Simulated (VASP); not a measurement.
# SnPb3O4 (I4mm) in VASP: single point with PBE

Aim: the single point of SnPb3O4 with PBE.

Everything below comes from runs of VASP 6.6.1. Logs are shortened: lines on timing, memory, paths and dates and some standing lists are left out, and cuts for length are marked.

### 1 The cell of the first run

It takes space group I4mm (No. 107, tetragonal). The conventional cell has a = 5.661 Å, b = 5.661 Å, c = 10.839 Å, α = 90.00°, β = 90.00°, γ = 90.00°. Sn (site symmetry 4mm) has 4 O at 2.23 Å within 2.9 Å. Within 3.1 Å of Pb (site symmetry 2mm) lie 4 O at 2.36 Å. Pb (site symmetry 4mm) has 4 O at 2.37 Å within 3.1 Å. Within 2.9 Å of O (site symmetry m) lie 1 Sn at 2.23 Å and 3 Pb at 2.36 to 2.37 Å and 4 O at 2.77 to 2.89 Å.

### 2 Single point, PBE

Input file INCAR:

```
ALGO = Normal
EDIFF = 1E-6
ENCUT = 520
GGA = PE
ISIF = 2
ISMEAR = 0
LASPH = True
LCHARG = False
LREAL = False
LWAVE = False
NBANDS = 50
NELM = 100
PREC = Accurate
SIGMA = 0.02
```

Input file KPOINTS:

```
k-points
0
Gamma
  8 8 8
```

Input file POSCAR:

```
SnPb3O4
1.0
   -2.8305158839      2.8305158839      5.4196776375
    2.8305158839     -2.8305158839      5.4196776375
    2.8305158839      2.8305158839     -5.4196776375
Sn Pb O
1 3 4
Direct
    0.8505703064      0.8505703064      0.0000000000
    0.6381622794      0.1381622794      0.5000000000
    0.1381622794      0.6381622794      0.5000000000
    0.3627137093      0.3627137093      0.0000000000
    0.9971774937      0.9971774937      0.4891592746
    0.5080182191      0.5080182191      0.5108407254
    0.9971774937      0.5080182191      0.0000000000
    0.5080182191      0.9971774937      0.0000000000
```

Potentials or basis: VASP PAW PBE potentials, release 64 (Sn_d, Pb_d, O).

Run with:

```sh
cat potpaw_PBE.64/Sn_d/POTCAR potpaw_PBE.64/Pb_d/POTCAR potpaw_PBE.64/O/POTCAR > POTCAR
mpirun -np 1 vasp_std > vasp.out
```

OUTCAR:

```text
EDIFF = 1E-6
   ENCUT = 520
   GGA = PE
   ISIF = 2
   ISMEAR = 0
   LASPH = True
   LREAL = False
   NELM = 100
   PREC = Accurate

 ion  position               nearest neighbor table
   1  0.851  0.851  0.000-   6 2.23   5 2.23   7 2.23   8 2.23   2 3.65   3 3.65   2 3.65   3 3.65

   2  0.638  0.138  0.500-   6 2.36   7 2.36   8 2.36   5 2.36   1 3.65   1 3.65   4 3.73   4 3.73
                             3 4.00   3 4.00   3 4.00   3 4.00   4 4.11   4 4.11
   3  0.138  0.638  0.500-   6 2.36   8 2.36   7 2.36   5 2.36   1 3.65   1 3.65   4 3.73   4 3.73
                             2 4.00   2 4.00   2 4.00   2 4.00   4 4.11   4 4.11
   4  0.363  0.363  0.000-   6 2.37   7 2.37   8 2.37   5 2.37   3 3.73   2 3.73   3 3.73   2 3.73
                             3 4.11   2 4.11   3 4.11   2 4.11
   5  0.997  0.997  0.489-   1 2.23   2 2.36   3 2.36   4 2.37
   6  0.508  0.508  0.511-   1 2.23   2 2.36   3 2.36   4 2.37
   7  0.997  0.508  0.000-   1 2.23   3 2.36   2 2.36   4 2.37
   8  0.508  0.997  0.000-   1 2.23   2 2.36   3 2.36   4 2.37

  LATTYP: Found a body centered tetragonal cell.
 ALAT       =     5.6610317678
 C/A-ratio  =     1.9147313987

  Lattice vectors:

 A1 = (  -2.8305158839,   2.8305158839,   5.4196776375)
 A2 = (   2.8305158839,  -2.8305158839,   5.4196776375)
 A3 = (   2.8305158839,   2.8305158839,  -5.4196776375)

Analysis of symmetry for initial positions (statically):
=====================================================================
 Subroutine PRICEL returns:
 Original cell was already a primitive cell.

 Routine SETGRP: Setting up the symmetry group for a
 body centered tetragonal supercell.

 Subroutine GETGRP returns: Found  8 space group operations
 (whereof  8 operations were pure point group operations)
 out of a pool of 16 trial point group operations.

The static configuration has the point symmetry C_4v.

Analysis of symmetry for dynamics (positions and initial velocities):
=====================================================================
 Subroutine PRICEL returns:
 Original cell was already a primitive cell.

 Routine SETGRP: Setting up the symmetry group for a
 body centered tetragonal supercell.

 Subroutine GETGRP returns: Found  8 space group operations
 (whereof  8 operations were pure point group operations)
 out of a pool of 16 trial point group operations.

The dynamic configuration has the point symmetry C_4v.

 Subroutine INISYM returns: Found  8 space group operations
[... 109 lines left out ...]
   EDIFF  = 0.1E-05   stopping-criterion for ELM
   LREAL  =      F    real-space projection
   EDIFFG = 0.1E-04   stopping-criterion for IOM
   NSW    =      0    number of steps for IOM
   IBRION =     -1    ionic relax: 0-MD 1-quasi-New 2-CG
   NFREE  =      0    steps in history (QN), initial steepest desc. (CG)
   ISIF   =      2    stress and relaxation
   ISYM   =      2    0-nonsym 1-usesym 2-fastsym
   POTIM  = 0.5000    time-step for ionic-motion
   TEBEG  =    0.0;   TEEND  =   0.0 temperature during run
   PSTRESS=    0.0 pullay stress
   NELECT =      80.0000    total number of electrons
   NUPDOWN=      -1.0000    fix difference up-down
   EMIN   =  10.00;   EMAX   =-10.00  energy-range for DOS
   EFERMI =   0.00;   METHOD = LEGACY
   ISMEAR =     0;   SIGMA  =   0.02  broadening in eV -4-tet -1-fermi 0-gaus
   EFERMI_NEDOS =   21; number of points for ismear=-14 and -15
   IALGO  =     38    algorithm
   IMIX   =      4    mixing-type and parameters
     AMIX     =   0.40;   BMIX     =  1.00
     AMIX_MAG =   1.60;   BMIX_MAG =  1.00
  volume/ion in A,a.u.               =      21.71       146.51
  Fermi-wavevector in a.u.,A,eV,Ry     =   1.264299  2.389180 21.748275  1.598453
  Thomas-Fermi vector in A             =   2.397612
   LORBIT       =      0    0 simple, 1 ext, 2 COOP (PROOUT), +10 PAW based schemes
   GGA     = PE    functional components
   LHFCALC =     F    Hartree Fock is set to
   AEXX    =    0.0000 exact exchange contribution
   IVDW    =     0    specifies the selected vdW correction
   LEPSILON=     F    determine dielectric tensor
   LRPA    =     F    only Hartree local field effects (RPA)
 non-spin polarized calculation
 Gauss-broadening in eV      SIGMA  =   0.02
  energy-cutoff  :      520.00
  volume of cell :      173.69
 maximum number of plane-waves:      4720
   NGX = 25   NGY = 25   NGZ = 25

 number of electron      79.9999992 magnetization

 Free energy of the ion-electron system (eV)
  ---------------------------------------------------
  ext. energy  EPLUGINS =         0.00000000
  ---------------------------------------------------
  free energy    TOTEN  =       -43.71227867 eV

  energy without entropy =      -43.71227867  energy(sigma->0) =      -43.71227867

 E-fermi :   4.6165     XC(G=0):  -9.2616

 val. band max:        4.5002511534   @ k =   0.0000   0.0000   0.0000
 cond. band min:       5.8308707521   @ k =   0.5000   0.5000   0.5000
 fundamental gap:      1.3306195987
 Fermi energy:         4.6165272018

 k-point     1 :       0.0000    0.0000    0.0000
  band No.  band energies     occupation
      1     -16.1604      2.00000
      2     -16.0994      2.00000
      3     -16.0994      2.00000
      4     -16.0090      2.00000
      5     -15.9894      2.00000
      6     -13.9835      2.00000
[... 1261 lines left out ...]
     49      10.5580      0.00000
     50      10.7005      0.00000

 [... further k-points ...]
[... 5 lines left out ...]
  --------------------------------------------------------------------------------------
  -------------------------------------------------------------------------------------
  Total        0.0957027      0.0957027      0.1210622      0.0000000     -0.0000000      0.0000000
  in kB        0.8828155      0.8828155      1.1167459      0.0000000     -0.0000000      0.0000000
  external PRESSURE =       0.9607923 kB  Pullay stress =       0.0000000 kB

 VOLUME and BASIS-vectors are now :
 -----------------------------------------------------------------------------
  energy-cutoff  :      520.00
  volume of cell :      173.69
      direct lattice vectors                 reciprocal lattice vectors
    -2.830515884  2.830515884  5.419677638     0.000000000  0.176646244  0.092256410
     2.830515884 -2.830515884  5.419677638     0.176646244  0.000000000  0.092256410
     2.830515884  2.830515884 -5.419677638     0.176646244  0.176646244  0.000000000

 POSITION                                       TOTAL-FORCE (eV/Angst)
 -----------------------------------------------------------------------------------
      0.00000      0.00000      9.21963         0.000000     -0.000000      0.068054
      0.00000      2.83052      1.49759         0.000000     -0.000000     -0.040722
      2.83052      0.00000      1.49759         0.000000     -0.000000     -0.040722
      0.00000      0.00000      3.93158         0.000000     -0.000000      0.035868
      1.38457      1.38457      8.15768         0.003711      0.003711     -0.005620
      1.44594      1.44594      2.73800        -0.003711     -0.003711     -0.005620
     -1.38457      1.38457      8.15768        -0.003711      0.003711     -0.005620
      1.38457     -1.38457      8.15768         0.003711     -0.003711     -0.005620
 -----------------------------------------------------------------------------------
    total drift:                                0.000002      0.000002      0.001115

  FREE ENERGIE OF THE ION-ELECTRON SYSTEM (eV)
  ---------------------------------------------------
  free  energy   TOTEN  =       -43.7122786697 eV

  energy  without entropy=      -43.7122786697  energy(sigma->0) =      -43.71227867
```

OSZICAR:

```text
N       E                     dE             d eps       ncg     rms          rms(c)
DAV:   1     0.111343494201E+04    0.11134E+04   -0.37774E+04  6028   0.199E+03
DAV:   2     0.170813863223E+03   -0.94262E+03   -0.90039E+03  6044   0.573E+02
DAV:   3    -0.350422045094E+02   -0.20586E+03   -0.19548E+03  7484   0.263E+02
DAV:   4    -0.523233800306E+02   -0.17281E+02   -0.17052E+02  7248   0.786E+01
DAV:   5    -0.529852651874E+02   -0.66189E+00   -0.66086E+00  7582   0.163E+01    0.174E+01
DAV:   6    -0.437889178763E+02    0.91963E+01   -0.39598E+01  9222   0.551E+01    0.747E+00
DAV:   7    -0.437672378663E+02    0.21680E-01   -0.63893E+00  8038   0.135E+01    0.389E+00
DAV:   8    -0.437507413133E+02    0.16497E-01   -0.14202E+00  9290   0.629E+00    0.138E+00
DAV:   9    -0.437071685948E+02    0.43573E-01   -0.19229E-01  9372   0.388E+00    0.355E-01
DAV:  10    -0.437129139238E+02   -0.57453E-02   -0.34831E-02  9086   0.157E+00    0.286E-01
DAV:  11    -0.437120747056E+02    0.83922E-03   -0.60646E-03  9120   0.677E-01    0.780E-02
DAV:  12    -0.437123066558E+02   -0.23195E-03   -0.23705E-03  7814   0.231E-01    0.669E-02
DAV:  13    -0.437122839580E+02    0.22698E-04   -0.17574E-04  8890   0.118E-01    0.291E-02
DAV:  14    -0.437122813428E+02    0.26152E-05   -0.21831E-05  7836   0.277E-02    0.152E-02
DAV:  15    -0.437122786841E+02    0.26586E-05   -0.93059E-06  6346   0.195E-02    0.303E-03
DAV:  16    -0.437122786697E+02    0.14395E-07   -0.15592E-06  5364   0.795E-03
   1 F= -.43712279E+02 E0= -.43712279E+02  d E =-.468866E-19
```

Wall time 26 min (1 thread of Intel Xeon 8259CL, shared host); peak memory 0.64 GiB.

Results:

```yaml
Free_energy: -43.7123 eV
Pressure: 0.1 GPa
Largest_force: 0.068 eV/Å
Band_gap_on_the_k_mesh: 1.33 eV (least direct gap 1.79 eV)
```

Forces on the atoms (eV/Å):
```
Sn   0.000  0.000  0.068
Pb   0.000  0.000 -0.041
Pb   0.000  0.000 -0.041
Pb   0.000  0.000  0.036
O    0.004  0.004 -0.006
O   -0.004 -0.004 -0.006
O   -0.004  0.004 -0.006
O    0.004 -0.004 -0.006
```

Caveat: spin-orbit coupling is left out, which moves the levels of the heavy elements. A k mesh can miss the band edges.
